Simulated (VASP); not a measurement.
# LaPPd3 (I-43m) in VASP: a series of runs

LaPPd3 is run at these levels: PBE; tasks: single point, relaxation of cell and atoms.

All numbers are computed with VASP 6.6.1; they aren't measurements. Logs are shortened: lines on timing, memory, paths and dates and some standing lists are left out, and cuts for length are marked.

### 1 The cell of the first run

The structure is cubic, space group I-43m (No. 217). Conventional cell: a = 9.114 Å, b = 9.114 Å, c = 9.114 Å, α = 90.00°, β = 90.00°, γ = 90.00°. Within 3.9 Å of La (site symmetry -43m) lie 4 P at 3.00 Å and 12 Pd at 3.51 Å. Within 3.9 Å of La (site symmetry -42m) lie 12 Pd at 2.99 to 3.26 Å and 4 P at 3.74 Å. Within 3.3 Å of Pd (site symmetry m) lie 2 P at 2.39 to 2.45 Å and 6 Pd at 2.87 to 3.05 Å and 3 La at 2.99 to 3.26 Å. P (site symmetry 3m) has 6 Pd at 2.39 to 2.45 Å and 1 La at 3.00 Å within 3.2 Å.

### 2 Single point, PBE

The input, INCAR:

```
PREC = Accurate
ENCUT = 520
EDIFF = 1E-7
ISMEAR = 0
SIGMA = 0.1
LREAL = Auto
LASPH = T
NELM = 80
ALGO = Normal
ISIF = 2
LWAVE = F
LCHARG = T
GGA = PE
LELF = T
LVHAR = T
NBANDS = 108
LUSENCCL = F
```

The input, KPOINTS:

```
Automatic mesh
0
Gamma
  6 6 6
```

The input, POSCAR:

```
LaPPd3
1.0
   -4.5570641056      4.5570641056      4.5570641056
    4.5570641056     -4.5570641056      4.5570641056
    4.5570641056      4.5570641056     -4.5570641056
La Pd P
4 12 4
Direct
    0.0000000000      0.0000000000      0.0000000000
    0.0000000000      0.5000000000      0.5000000000
    0.5000000000      0.0000000000      0.5000000000
    0.5000000000      0.5000000000      0.0000000000
    0.3170415832      0.3170415832      0.5400895387
    0.6829584168      0.2230479555      0.0000000000
    0.7769520445      0.7769520445      0.4599104613
    0.2230479555      0.6829584168      0.0000000000
    0.5400895387      0.3170415832      0.3170415832
    1.0000000000      0.6829584168      0.2230479555
    0.4599104613      0.7769520445      0.7769520445
    0.0000000000      0.2230479555      0.6829584168
    0.3170415832      0.5400895387      0.3170415832
    0.2230479555      0.0000000000      0.6829584168
    0.7769520445      0.4599104613      0.7769520445
    0.6829584168      1.0000000000      0.2230479555
    0.6202257010      0.6202257010      0.6202257010
    0.3797742990      0.0000000000      0.0000000000
    0.0000000000      0.0000000000      0.3797742990
    0.0000000000      0.3797742990      0.0000000000
```

Potentials or basis: VASP PAW PBE potentials, release 64 (La, Pd, P).

Started as:

```sh
$ cat potpaw_PBE.64/La/POTCAR potpaw_PBE.64/Pd/POTCAR potpaw_PBE.64/P/POTCAR > POTCAR
$ mpirun -np 1 vasp_std > vasp.out
```

OUTCAR:

```text
PREC = Accurate
   ENCUT = 520
   EDIFF = 1E-7
   ISMEAR = 0
   LREAL = Auto
   LASPH = T
   NELM = 80
   ISIF = 2
   GGA = PE

 ion  position               nearest neighbor table
   1  0.000  0.000  0.000-  17 3.00  18 3.00  19 3.00  20 3.00   8 3.51  10 3.51  12 3.51  14 3.51
                            16 3.51   9 3.51  13 3.51   5 3.51   6 3.51   7 3.51  15 3.51  11 3.51
   2  0.000  0.500  0.500-   9 2.99  10 2.99  11 2.99  12 2.99   7 3.26   8 3.26   5 3.26  13 3.26
                            14 3.26  15 3.26   6 3.26  16 3.26
   3  0.500  0.000  0.500-  13 2.99  14 2.99  15 2.99  16 2.99  11 3.26  12 3.26   5 3.26   6 3.26
                             7 3.26   9 3.26   8 3.26  10 3.26
   4  0.500  0.500  0.000-   5 2.99   6 2.99   7 2.99   8 2.99   9 3.26  10 3.26  11 3.26  13 3.26
                            15 3.26  16 3.26  14 3.26  12 3.26
   5  0.317  0.317  0.540-  19 2.39  17 2.45   9 2.87  13 2.87   4 2.99  14 3.05  15 3.05  12 3.05
                            11 3.05   3 3.26   2 3.26   1 3.51
   6  0.683  0.223  0.000-  20 2.39  18 2.45  11 2.87  16 2.87   4 2.99  10 3.05  14 3.05  15 3.05
                             9 3.05   2 3.26   3 3.26   1 3.51
   7  0.777  0.777  0.460-  17 2.39  19 2.45  12 2.87  14 2.87   4 2.99  10 3.05  16 3.05   9 3.05
                            13 3.05   3 3.26   2 3.26   1 3.51
   8  0.223  0.683  0.000-  18 2.39  20 2.45  10 2.87  15 2.87   4 2.99  16 3.05  12 3.05  11 3.05
                            13 3.05   3 3.26   2 3.26   1 3.51
   9  0.540  0.317  0.317-  18 2.39  17 2.45   5 2.87  13 2.87   2 2.99  16 3.05   7 3.05  15 3.05
                             6 3.05   3 3.26   4 3.26   1 3.51
  10  0.000  0.683  0.223-  19 2.39  20 2.45   8 2.87  15 2.87   2 2.99  14 3.05   7 3.05   6 3.05
                            13 3.05   3 3.26   4 3.26   1 3.51
  11  0.460  0.777  0.777-  17 2.39  18 2.45   6 2.87  16 2.87   2 2.99  14 3.05   5 3.05   8 3.05
                            13 3.05   3 3.26   4 3.26   1 3.51
  12  0.000  0.223  0.683-  20 2.39  19 2.45   7 2.87  14 2.87   2 2.99  15 3.05  16 3.05   8 3.05
                             5 3.05   4 3.26   3 3.26   1 3.51
  13  0.317  0.540  0.317-  20 2.39  17 2.45   5 2.87   9 2.87   3 2.99  11 3.05   7 3.05  10 3.05
                             8 3.05   2 3.26   4 3.26   1 3.51
  14  0.223  0.000  0.683-  18 2.39  19 2.45   7 2.87  12 2.87   3 2.99  11 3.05   6 3.05   5 3.05
                            10 3.05   4 3.26   2 3.26   1 3.51
  15  0.777  0.460  0.777-  17 2.39  20 2.45   8 2.87  10 2.87   3 2.99   6 3.05  12 3.05   5 3.05
                             9 3.05   2 3.26   4 3.26   1 3.51
  16  0.683  0.000  0.223-  19 2.39  18 2.45   6 2.87  11 2.87   3 2.99   7 3.05  12 3.05   8 3.05
                             9 3.05   2 3.26   4 3.26   1 3.51
  17  0.620  0.620  0.620-   7 2.39  11 2.39  15 2.39   5 2.45  13 2.45   9 2.45   1 3.00
  18  0.380  0.000  0.000-   8 2.39   9 2.39  14 2.39  11 2.45   6 2.45  16 2.45   1 3.00
  19  0.000  0.000  0.380-   5 2.39  10 2.39  16 2.39  12 2.45  14 2.45   7 2.45   1 3.00
  20  0.000  0.380  0.000-   6 2.39  12 2.39  13 2.39   8 2.45  10 2.45  15 2.45   1 3.00

  LATTYP: Found a body centered cubic cell.
 ALAT       =     9.1141282112

  Lattice vectors:

 A1 = (  -4.5570641056,   4.5570641056,   4.5570641056)
[... 173 lines left out ...]
   IALGO  =     38    algorithm
   IMIX   =      4    mixing-type and parameters
     AMIX     =   0.40;   BMIX     =  1.00
     AMIX_MAG =   1.60;   BMIX_MAG =  1.00
  volume/ion in A,a.u.               =      18.93       127.73
  Fermi-wavevector in a.u.,A,eV,Ry     =   1.287189  2.432434 22.542886  1.656855
  Thomas-Fermi vector in A             =   2.419218
   LORBIT       =      0    0 simple, 1 ext, 2 COOP (PROOUT), +10 PAW based schemes
   GGA     = PE    functional components
   LHFCALC =     F    Hartree Fock is set to
   AEXX    =    0.0000 exact exchange contribution
   IVDW    =     0    specifies the selected vdW correction
   LEPSILON=     F    determine dielectric tensor
   LRPA    =     F    only Hartree local field effects (RPA)
 non-spin polarized calculation
 Gauss-broadening in eV      SIGMA  =   0.10
  energy-cutoff  :      520.00
  volume of cell :      378.54
 maximum number of plane-waves:     10224
   NGX = 29   NGY = 29   NGZ = 29

 number of electron     183.9999970 magnetization

 Free energy of the ion-electron system (eV)
  ---------------------------------------------------
  ext. energy  EPLUGINS =         0.00000000
  ---------------------------------------------------
  free energy    TOTEN  =      -122.48835694 eV

  energy without entropy =     -122.47293618  energy(sigma->0) =     -122.48064656

 E-fermi :   9.1530     XC(G=0): -11.5237

 val. band max:        9.1065699970   @ k =   0.3333   0.0000   0.0000
 cond. band min:       9.1968024097   @ k =   0.0000   0.0000   0.0000
 fundamental gap:      0.0902324127
 Fermi energy:         9.1529920682

 k-point     1 :       0.0000    0.0000    0.0000
  band No.  band energies     occupation
      1     -23.4784      2.00000
      2     -23.3176      2.00000
      3     -23.3074      2.00000
      4     -23.3074      2.00000
      5      -7.3173      2.00000
      6      -7.3173      2.00000
[... 1701 lines left out ...]
    103      11.1686      0.00000
    104      11.1687      0.00000
 [bands above 104 left out]

------------------------ aborting loop because EDIFF is reached ----------------------------------------

  FORCE on cell =-STRESS in cart. coord.  units (eV):
  Direction    XX          YY          ZZ          XY          YZ          ZX
  --------------------------------------------------------------------------------------
  -------------------------------------------------------------------------------------
  Total       -0.3351900     -0.3351900     -0.3351900      0.0000000     -0.0000000      0.0000000
  in kB       -1.4186858     -1.4186858     -1.4186858      0.0000000     -0.0000000      0.0000000
  external PRESSURE =      -1.4186858 kB  Pullay stress =       0.0000000 kB

 VOLUME and BASIS-vectors are now :
 -----------------------------------------------------------------------------
  energy-cutoff  :      520.00
  volume of cell :      378.54
      direct lattice vectors                 reciprocal lattice vectors
    -4.557064106  4.557064106  4.557064106     0.000000000  0.109719764  0.109719764
     4.557064106 -4.557064106  4.557064106     0.109719764  0.000000000  0.109719764
     4.557064106  4.557064106 -4.557064106     0.109719764  0.109719764  0.000000000

 POSITION                                       TOTAL-FORCE (eV/Angst)
 -----------------------------------------------------------------------------------
      0.00000      0.00000      0.00000        -0.000000      0.000000      0.000000
      4.55706      0.00000      0.00000        -0.000000      0.000000      0.000000
      0.00000      4.55706      0.00000        -0.000000      0.000000      0.000000
      0.00000      0.00000      4.55706        -0.000000      0.000000      0.000000
      2.46122      2.46122      0.42833        -0.003507     -0.003507      0.002906
     -2.09584      2.09584      4.12873        -0.003507      0.003507     -0.002906
[... 12 lines left out ...]
      1.73066      1.73066     -1.73066        -0.002367     -0.002367      0.002367
      1.73066     -1.73066      1.73066        -0.002367      0.002367     -0.002367
 -----------------------------------------------------------------------------------
    total drift:                               -0.000000     -0.000000      0.000000

  FREE ENERGIE OF THE ION-ELECTRON SYSTEM (eV)
  ---------------------------------------------------
  free  energy   TOTEN  =      -122.4883569382 eV

  energy  without entropy=     -122.4729361797  energy(sigma->0) =     -122.48064656
```

Wall time 3.6 min (1 × NVIDIA H100 80GB with 1 thread of AMD EPYC 7R13 (Zen 3), shared host); peak memory 1.7 GiB.

What came out:

* Free energy: -122.4884 eV
* Pressure: -0.1 GPa
* Largest force: 0.006 eV/Å
* Band gap on the k mesh: zero (filled and empty bands overlap)

Forces in eV/Å, atoms in the order of the input:
```
La   0.000  0.000  0.000
La   0.000  0.000  0.000
La   0.000  0.000  0.000
La   0.000  0.000  0.000
Pd  -0.004 -0.004  0.003
Pd  -0.004  0.004 -0.003
Pd   0.004  0.004  0.003
Pd   0.004 -0.004 -0.003
Pd   0.003 -0.004 -0.004
Pd  -0.003 -0.004  0.004
Pd   0.003  0.004  0.004
Pd  -0.003  0.004 -0.004
Pd  -0.004  0.003 -0.004
Pd   0.004 -0.003 -0.004
Pd   0.004  0.003  0.004
Pd  -0.004 -0.003  0.004
P    0.002  0.002  0.002
P    0.002 -0.002 -0.002
P   -0.002 -0.002  0.002
P   -0.002  0.002 -0.002
```

Caveat: spin-orbit coupling is left out, which moves the levels of the heavy elements.

### 3 Relaxation of cell and atoms, PBE

This run uses another cell than the first one, of 18.42 Å³/atom.

The input, INCAR:

```
SYSTEM = LaPPd3
ALGO     = Normal         ! electronic algorithm
EDIFF    = 1E-6           ! SCF threshold, eV
EDIFFG   = -0.005         ! ionic threshold
ENCUT    = 600            ! plane-wave cutoff, eV
GGA      = PE             ! functional
IBRION   = 2              ! ionic algorithm
ISIF     = 3              ! what is computed and relaxed
ISMEAR   = 0              ! smearing method
LASPH    = .True.         ! aspherical terms in the spheres
LCHARG   = .False.        ! write CHGCAR
LREAL    = Auto         
LUSENCCL = .False.      
LWAVE    = .False.        ! write WAVECAR
NELM     = 80             ! most SCF steps
NSW      = 100            ! ionic steps
PREC     = Accurate       ! precision mode
SIGMA    = 0.1            ! smearing width, eV
```

The input, KPOINTS:

```
k-points
0
Gamma
  6 6 6
  0 0 0
```

The input, POSCAR:

```
LaPPd3
1.0
   -4.5158500000      4.5158500000      4.5158500000
    4.5158500000     -4.5158500000      4.5158500000
    4.5158500000      4.5158500000     -4.5158500000
La Pd P
4 12 4
Direct
    0.0000000000      0.0000000000      0.0000000000
    0.0000000000      0.5000000000      0.5000000000
    0.5000000000      0.0000000000      0.5000000000
    0.5000000000      0.5000000000      0.0000000000
    0.3166000000      0.3166000000      0.5388000000
    0.6834000000      0.2222000000      0.0000000000
    0.7778000000      0.7778000000      0.4612000000
    0.2222000000      0.6834000000      0.0000000000
    0.5388000000      0.3166000000      0.3166000000
    1.0000000000      0.6834000000      0.2222000000
    0.4612000000      0.7778000000      0.7778000000
    0.0000000000      0.2222000000      0.6834000000
    0.3166000000      0.5388000000      0.3166000000
    0.2222000000      0.0000000000      0.6834000000
    0.7778000000      0.4612000000      0.7778000000
    0.6834000000      1.0000000000      0.2222000000
    0.6130000000      0.6130000000      0.6130000000
    0.3870000000      0.0000000000      0.0000000000
    0.0000000000      0.0000000000      0.3870000000
    0.0000000000      0.3870000000      0.0000000000
```

Potentials or basis: VASP PAW PBE potentials, release 64 (La, Pd, P).

Started as:

```sh
$ cat potpaw_PBE.64/La/POTCAR potpaw_PBE.64/Pd/POTCAR potpaw_PBE.64/P/POTCAR > POTCAR
$ mpirun -np 1 vasp_std > vasp.out
```

Run time: 41 min. Hardware: 1 × NVIDIA H100 80GB with 1 thread of AMD EPYC 7R13 (Zen 3), shared host; peak memory 1.9 GiB.

It converged, with:

* Free energy: -122.4904 eV
* Relaxed volume: 18.90 Å³/atom
* Relaxed cell: a = 7.889 Å, b = 7.889 Å, c = 7.889 Å, α = 109.47°, β = 109.47°, γ = 109.47°
* Space group after relaxing (to 0.1 Å): I-43m (No. 217)
* Energy gained by relaxing: 9.5 meV/atom
* Ionic steps: 22
* Pressure after relaxing: 0.0 GPa
* Largest force after relaxing: 0.003 eV/Å
* Band gap on the k mesh: zero (filled and empty bands overlap)

Forces in eV/Å, atoms in the order of the input:
```
La   0.000  0.000  0.000
La   0.000  0.000  0.000
La   0.000  0.000  0.000
La   0.000  0.000  0.000
Pd   0.000  0.000  0.000
Pd   0.000  0.000  0.000
Pd   0.000  0.000  0.000
Pd   0.000  0.000  0.000
Pd   0.000  0.000  0.000
Pd   0.000  0.000  0.000
Pd   0.000  0.000  0.000
Pd   0.000  0.000  0.000
Pd   0.000  0.000  0.000
Pd   0.000  0.000  0.000
Pd   0.000  0.000  0.000
Pd   0.000  0.000  0.000
P    0.002  0.002  0.002
P    0.002 -0.002 -0.002
P   -0.002 -0.002  0.002
P   -0.002  0.002 -0.002
```

The path:
```tsv
step	energy change (eV)	largest force (eV/Å)	pressure (GPa)	volume (Å³)
1	0.0000	0.6495	3.99	368.37
2	0.0183	0.0675	-4.22	393.38
3	-0.1677	0.2603	-0.32	380.16
4	-0.1677	0.2653	-0.23	379.93
5	-0.1804	0.1568	-0.05	378.95
6	-0.1840	0.0572	0.14	378.08
7	-0.1859	0.0471	-0.13	378.81
8	-0.1859	0.0460	-0.35	379.39
9	-0.1861	0.0465	-0.26	379.14
10	-0.1873	0.0382	-0.19	378.89
11	-0.1892	0.0243	-0.01	378.12
12	-0.1892	0.0252	0.02	378.00
13	-0.1892	0.0245	0.02	378.04
14	-0.1894	0.0217	0.00	378.07
15	-0.1898	0.0122	-0.04	378.18
16	-0.1896	0.0237	-0.10	378.39
17	-0.1899	0.0106	-0.06	378.25
18	-0.1899	0.0117	0.07	377.80
19	-0.1900	0.0104	0.02	377.97
20	-0.1900	0.0103	0.03	377.95
21	-0.1900	0.0108	0.02	377.96
22	-0.1900	0.0035	0.00	378.01
```

Final structure:
```yaml
crystal:
  lattice:
    - [-4.55492, 4.55492, 4.55492]
    - [4.55492, -4.55492, 4.55492]
    - [4.55492, 4.55492, -4.55492]
  atoms:
    - { symbol: La, position: [0.00000, 0.00000, 0.00000] }
    - { symbol: La, position: [0.00000, 0.50000, 0.50000] }
    - { symbol: La, position: [0.50000, 0.00000, 0.50000] }
    - { symbol: La, position: [0.50000, 0.50000, 0.00000] }
    - { symbol: Pd, position: [0.31707, 0.31707, 0.54007] }
    - { symbol: Pd, position: [0.68293, 0.22300, 0.00000] }
    - { symbol: Pd, position: [0.77700, 0.77700, 0.45993] }
    - { symbol: Pd, position: [0.22300, 0.68293, 0.00000] }
    - { symbol: Pd, position: [0.54007, 0.31707, 0.31707] }
    - { symbol: Pd, position: [0.00000, 0.68293, 0.22300] }
    - { symbol: Pd, position: [0.45993, 0.77700, 0.77700] }
    - { symbol: Pd, position: [0.00000, 0.22300, 0.68293] }
    - { symbol: Pd, position: [0.31707, 0.54007, 0.31707] }
    - { symbol: Pd, position: [0.22300, 0.00000, 0.68293] }
    - { symbol: Pd, position: [0.77700, 0.45993, 0.77700] }
    - { symbol: Pd, position: [0.68293, 0.00000, 0.22300] }
    - { symbol: P, position: [0.62042, 0.62042, 0.62042] }
    - { symbol: P, position: [0.37958, 0.00000, 0.00000] }
    - { symbol: P, position: [0.00000, 0.00000, 0.37958] }
    - { symbol: P, position: [0.00000, 0.37958, 0.00000] }
```

Levels at points of the mesh, in eV from the Fermi level:
```tsv
k point	band 89	band 90	band 91	band 92	band 93	band 94	band 95	band 96
(0.00, 0.00, 0.00)	-0.92	-0.43	-0.43	-0.43	0.04	0.04	1.02	1.54
(0.50, 0.00, 0.00)	-0.33	-0.25	-0.24	-0.14	0.68	0.88	0.95	1.19
(0.50, 0.50, 0.50)	-0.79	-0.33	-0.33	-0.33	1.12	1.12	1.12	1.39
```

Caveat: spin-orbit coupling is left out, which moves the levels of the heavy elements.

The gap in the log of VASP goes by the Fermi energy; the results here count the filled bands.